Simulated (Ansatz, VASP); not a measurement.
## One calculation of CO2, two programs

```xyz
12
Lattice="5.9523 0.0000 0.0000 0.0000 5.9523 0.0000 0.0000 0.0000 5.6719" Properties=species:S:1:pos:R:3 pbc="T T T"
C     0.0000    0.0000    0.0000
C     2.9761    0.0000    2.8360
C     2.9761    2.9761    0.0000
C     0.0000    2.9761    2.8360
O     0.6636    0.6636    0.6323
O     2.3126    5.2887    3.4683
O     3.6397    2.3126    5.0396
O     5.2887    3.6397    2.2036
O     5.2887    5.2887    5.0396
O     3.6397    0.6636    2.2036
O     2.3126    3.6397    0.6323
O     0.6636    2.3126    3.4683
```

Alike in both runs: task single point; functional PBE; k mesh 4 × 4 × 4; occupations gaussian, width 0.05 eV; no spin polarisation.

|  | VASP | Ansatz |
| --- | --- | --- |
| version | VASP 6.6.1 | Ansatz 0.2.0 |
| potentials or method | VASP PAW PBE potentials, release 64 (C, O), cutoff 520 eV | scalar-relativistic, plane waves, PAW |
| valence electrons in the cell | 64 | 64 |

Ansatz gave:

```
gap on the k mesh at the Fermi level (eV)                     : 6.93
least direct gap on the mesh (eV)                             : 6.93
pressure (GPa)                                                : 10.8
traceless stress, the component that is largest in VASP (GPa) : -0.52
rms of the force components (eV/Å)                            : 2.074
```

Q: What did VASP give for the same quantities?

A: gap on the k mesh at the Fermi level (eV): 6.92; least direct gap on the mesh (eV): 6.92; pressure (GPa): 12.6; traceless stress, the component that is largest in VASP (GPa): -0.64; rms of the force components (eV/Å): 2.473.

Atom by atom the forces differ by 0.399 eV/Å (rms over components).

Noted on VASP's run: the standard files for N, O and F lose accuracy on very short bonds.
